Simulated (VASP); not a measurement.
# W (Fm-3m) in VASP: further runs, part 2 of 2

VASP 6.6.1. Earlier steps stand in the parts before.

**4. Single point, r2SCAN**

POSCAR reads:

```
W
1.0
    0.0000000000      2.0085763247      2.0085763247
    2.0085763247      0.0000000000      2.0085763247
    2.0085763247      2.0085763247      0.0000000000
W
1
Direct
    0.0000000000      0.0000000000      0.0000000000
```

INCAR.step1 reads:

```
SYSTEM = W
  PREC = Accurate
  ENCUT = 520
  ISMEAR = 0
  SIGMA = 0.15
  LREAL = .FALSE.
  LASPH = .TRUE.
  NELM = 100
  NBANDS = 13
  GGA = PE
  ALGO = Normal
  EDIFF = 1E-4
  LWAVE = .TRUE.
  LCHARG = .FALSE.
```

INCAR.step2 reads:

```
SYSTEM = W
  PREC = Accurate
  ENCUT = 520
  EDIFF = 1E-6
  ISMEAR = 0
  SIGMA = 0.15
  LREAL = .FALSE.
  LASPH = .TRUE.
  NELM = 100
  ALGO = Normal
  ISIF = 2
  LWAVE = .FALSE.
  LCHARG = .TRUE.
  METAGGA = R2SCAN
  LMIXTAU = .TRUE.
  LELF = .TRUE.
  LVHAR = .TRUE.
  NBANDS = 13
  ISTART = 1
```

KPOINTS reads:

```
regular mesh
0
G
  28 28 28
  0 0 0
```

Potentials or basis: VASP PAW PBE potentials, release 64 (W_sv).

The run is started by

```bash
$ cat potpaw_PBE.64/W_sv/POTCAR > POTCAR
$ cp INCAR.step1 INCAR
$ mpirun -np 1 vasp_std > vasp.out
$ cp INCAR.step2 INCAR
$ mpirun -np 1 vasp_std > vasp.out
```

OUTCAR:

```text
SYSTEM = W
   PREC = Accurate
   ENCUT = 520
   EDIFF = 1E-6
   ISMEAR = 0
   LREAL = .FALSE.
   LASPH = .TRUE.
   NELM = 100
   ISIF = 2
   METAGGA = R2SCAN
   ISTART = 1

 ion  position               nearest neighbor table
   1  0.000  0.000  0.000-

  LATTYP: Found a face centered cubic cell.
 ALAT       =     4.0171526494

  Lattice vectors:

 A1 = (   0.0000000000,   2.0085763247,   2.0085763247)
 A2 = (   2.0085763247,   0.0000000000,   2.0085763247)
 A3 = (   2.0085763247,   2.0085763247,   0.0000000000)

Analysis of symmetry for initial positions (statically):
=====================================================================
 Subroutine PRICEL returns:
 Original cell was already a primitive cell.

 Routine SETGRP: Setting up the symmetry group for a
 face centered cubic supercell.

 Subroutine GETGRP returns: Found 48 space group operations
 (whereof 48 operations were pure point group operations)
 out of a pool of 48 trial point group operations.

The static configuration has the point symmetry O_h .

Analysis of symmetry for dynamics (positions and initial velocities):
=====================================================================
 Subroutine PRICEL returns:
 Original cell was already a primitive cell.

 Routine SETGRP: Setting up the symmetry group for a
 face centered cubic supercell.

 Subroutine GETGRP returns: Found 48 space group operations
 (whereof 48 operations were pure point group operations)
 out of a pool of 48 trial point group operations.

The dynamic configuration has the point symmetry O_h .

 Subroutine INISYM returns: Found 48 space group operations
 (whereof 48 operations are pure point group operations),
 and found     1 'primitive' translations

----------------------------------------------------------------------------------------
[... 111 lines left out ...]
     AMIX_MAG =   1.60;   BMIX_MAG =  1.00
  volume/ion in A,a.u.               =      16.21       109.37
  Fermi-wavevector in a.u.,A,eV,Ry     =   1.559143  2.946352 33.074751  2.430926
  Thomas-Fermi vector in A             =   2.662544
   LORBIT       =      0    0 simple, 1 ext, 2 COOP (PROOUT), +10 PAW based schemes
   METAGGA = R2SCAN    functional components
   LHFCALC =     F    Hartree Fock is set to
   AEXX    =    0.0000 exact exchange contribution
   IVDW    =     0    specifies the selected vdW correction
   LEPSILON=     F    determine dielectric tensor
   LRPA    =     F    only Hartree local field effects (RPA)
 non-spin polarized calculation
 Gauss-broadening in eV      SIGMA  =   0.15
  energy-cutoff  :      520.00
  volume of cell :       16.21
 maximum number of plane-waves:       452
 NGX is ok and might be reduce to    24
   NGX = 11   NGY = 11   NGZ = 11

 number of electron      14.0000001 magnetization

 Free energy of the ion-electron system (eV)
  ---------------------------------------------------
  ext. energy  EPLUGINS =         0.00000000
  ---------------------------------------------------
  free energy    TOTEN  =       -50.80276622 eV

  energy without entropy =      -50.78932980  energy(sigma->0) =      -50.79604801

 E-fermi :  10.5155     XC(G=0): -14.8098

 val. band max:       10.5132447132   @ k =   0.2143   0.0714   0.0357
 cond. band min:      10.5180419249   @ k =   0.2143   0.1071   0.0357
 fundamental gap:      0.0047972117
 Fermi energy:        10.5155285454

 k-point     1 :       0.0000    0.0000    0.0000
  band No.  band energies     occupation
      1     -65.0765      2.00000
      2     -27.9950      2.00000
      3     -27.9950      2.00000
      4     -27.9950      2.00000
      5       0.9644      2.00000
      6       9.9093      2.00000
      7       9.9093      2.00000
      8       9.9093      2.00000
      9      13.3548      0.00000
     10      13.3548      0.00000
     11      23.8910      0.00000
     12      29.6291      0.00000
     13      29.6291      0.00000
[... 354 lines left out ...]
  band No.  band energies     occupation
      1     -64.9890      2.00000
      2     -28.8835      2.00000
      3     -28.1263      2.00000
      4     -28.1091      2.00000
      5       4.0511      2.00000
      6       8.9343      2.00000
      7      10.1663      1.99901
      8      10.2876      1.96835
      9      13.7988      0.00000
     10      14.3579      0.00000
     11      23.3739      0.00000
     12      27.5731      0.00000
     13      33.8032      0.00000

 [... further k-points ...]
[... 5 lines left out ...]
  --------------------------------------------------------------------------------------
  -------------------------------------------------------------------------------------
  Total        0.1144490      0.1144490      0.1144490      0.0000000     -0.0000000      0.0000000
  in kB       11.3142943     11.3142943     11.3142943      0.0000000     -0.0000000      0.0000000
  external PRESSURE =      11.3142943 kB  Pullay stress =       0.0000000 kB

 VOLUME and BASIS-vectors are now :
 -----------------------------------------------------------------------------
  energy-cutoff  :      520.00
  volume of cell :       16.21
      direct lattice vectors                 reciprocal lattice vectors
     0.000000000  2.008576325  2.008576325    -0.248932537  0.248932537  0.248932537
     2.008576325  0.000000000  2.008576325     0.248932537 -0.248932537  0.248932537
     2.008576325  2.008576325  0.000000000     0.248932537  0.248932537 -0.248932537

 POSITION                                       TOTAL-FORCE (eV/Angst)
 -----------------------------------------------------------------------------------
      0.00000      0.00000      0.00000         0.000000      0.000000      0.000000
 -----------------------------------------------------------------------------------
    total drift:                                0.000000      0.000000     -0.000000

  FREE ENERGIE OF THE ION-ELECTRON SYSTEM (eV)
  ---------------------------------------------------
  free  energy   TOTEN  =       -50.8027662217 eV

  energy  without entropy=      -50.7893297991  energy(sigma->0) =      -50.79604801
```

OSZICAR.step1:

```text
N       E                     dE             d eps       ncg     rms          rms(c)
DAV:   1     0.853424448996E+02    0.85342E+02   -0.74823E+03 16269   0.122E+03
DAV:   2    -0.113870320836E+02   -0.96729E+02   -0.93097E+02 18099   0.317E+02
DAV:   3    -0.130746809130E+02   -0.16876E+01   -0.16785E+01 17864   0.403E+01
DAV:   4    -0.130820081631E+02   -0.73273E-02   -0.73268E-02 18194   0.292E+00
DAV:   5    -0.130820721016E+02   -0.63939E-04   -0.63938E-04 18374   0.258E-01    0.195E+01
DAV:   6    -0.126001048382E+02    0.48197E+00   -0.41087E-01 17324   0.851E+00    0.768E+00
DAV:   7    -0.124783939306E+02    0.12171E+00   -0.20221E-01 18094   0.563E+00    0.530E-01
DAV:   8    -0.124741760376E+02    0.42179E-02   -0.39512E-03 16454   0.811E-01    0.604E-02
DAV:   9    -0.124741635347E+02    0.12503E-04   -0.68994E-05 12752   0.102E-01
   1 F= -.12474164E+02 E0= -.12466977E+02  d E =-.143732E-01
```

Wall time 2.9 min (1 thread of Intel Xeon 6975P-C (Granite Rapids), shared host); peak memory 0.24 GiB.

Results:

| Item | Value |
| --- | --- |
| Free energy | -50.8028 eV |
| Pressure | 1.1 GPa |
| Band gap on the k mesh | zero (band 7 reaches 13.60 eV, above the bottom of band 8 at 9.91 eV) |

Caveat: the PAW data sets were made with another functional, which shifts forces and pressure a little; spin-orbit coupling is left out, which moves the levels of the heavy elements.

**5. Overview**

```csv
task,cell,k mesh,cutoff (eV),smearing,gap on the mesh (eV),pressure (GPa)
relaxation of cell and atoms,relaxed,18 × 18 × 18,600,gaussian 0.1 eV,none,0.0
single point,as given,26 × 26 × 26,520,gaussian 0.15 eV,none,1.1
single point,as given,28 × 28 × 28,520,gaussian 0.15 eV,none,1.1
```

Alike in all rows: level r2SCAN; potentials or basis VASP PAW PBE potentials, release 64 (W_sv); no spin polarisation.

Caveats: the PAW data sets were made with another functional, which shifts forces and pressure a little; spin-orbit coupling is left out, which moves the levels of the heavy elements.

Absolute energies hang on the potentials; compare differences alone.
